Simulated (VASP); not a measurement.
CaO:

```
Ca O
1.0
     4.00392    0.00000    0.00000
    -2.00196    3.46749    0.00000
     0.00000    0.00000    4.80859
Ca O
2 2
Direct
  0.33333 0.66667 0.25000
  0.66667 0.33333 0.75000
  0.66667 0.33333 0.25000
  0.33333 0.66667 0.75000
```

| Property | Result |
| --- | --- |
| Program | VASP 6.6.1 |
| Task | relaxation of cell and atoms |
| Functional | LDA |
| Potentials or basis | VASP PAW LDA potentials, release 64 (Ca_sv, O) |
| Cutoff | 600 eV |
| k mesh | 6 × 6 × 6 |
| Occupations | fermi-dirac, width 0.02 eV |
| Spin | no spin polarisation |

At the start: pressure -6.1 GPa; volume 16.69 Å³/atom.

Problem. Where does the relaxation end?

Solution. Over 7 steps the energy falls by 22.3 meV/atom and the volume is 15.58 Å³/atom (-6.6 %); space group P6_3/mmc (No. 194, to 0.1 Å) before and after.

The path:
```
step  energy change (eV)  largest force (eV/Å)  pressure (GPa)  volume (Å³)
   1              0.0000                0.0000           -6.06        66.76
   2             -0.0761                0.0000            2.73        60.85
   3             -0.0890                0.0000            0.02        62.37
   4             -0.0890                0.0000           -0.13        62.46
   5             -0.0890                0.0000           -0.12        62.45
   6             -0.0890                0.0000           -0.13        62.44
   7             -0.0891                0.0000            0.04        62.34
```

Final structure:
```
Ca O
1.0
     3.91664    0.00000    0.00000
    -1.95832    3.39191    0.00000
     0.00000    0.00000    4.69233
Ca O
2 2
Direct
  0.33333 0.66667 0.25000
  0.66667 0.33333 0.75000
  0.66667 0.33333 0.25000
  0.33333 0.66667 0.75000
```
